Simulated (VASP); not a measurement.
Ge, 2 atoms in the cell. Symmetry: Fd-3m, No. 227, cubic system. Conventional cell: a = 4.169 Å, b = 4.169 Å, c = 4.169 Å, α = 90.00°, β = 90.00°, γ = 90.00°. Within 2.4 Å of Ge (site symmetry -43m) lie 4 Ge at 1.81 Å. 

- Program: VASP 6.6.1
- Task: relaxation of cell and atoms
- Functional: LDA
- Potentials or basis: VASP PAW LDA potentials, release 64 (Ge_d)
- Cutoff: 600 eV
- k mesh: 15 × 15 × 15
- Occupations: fermi-dirac, width 0.1 eV
- Spin: no spin polarisation
- Target pressure: 460 GPa
- Dipole correction: no
- Further INCAR settings: ALGO = Normal; EDIFF = 1e-06; IBRION = 2; EDIFFG = -0.005; NSW = 32; ISIF = 3

Potentials or basis: VASP PAW LDA potentials, release 64 (Ge_d).

The run is started by

```console
$ cat potpaw_LDA.64/Ge_d/POTCAR > POTCAR
$ mpirun -np 1 vasp_std > vasp.out
```

Hardware: 1 thread of Intel(R) Xeon(R) 6975P-C (Granite Rapids) (shared host).

Task: How long does it take, and how much memory?

Result: It took 110 s on 1 thread of Intel(R) Xeon(R) 6975P-C (Granite Rapids), on a shared host, peak memory 0.17 GiB. Counts: scf iterations 58, k points 120, ion steps 12.
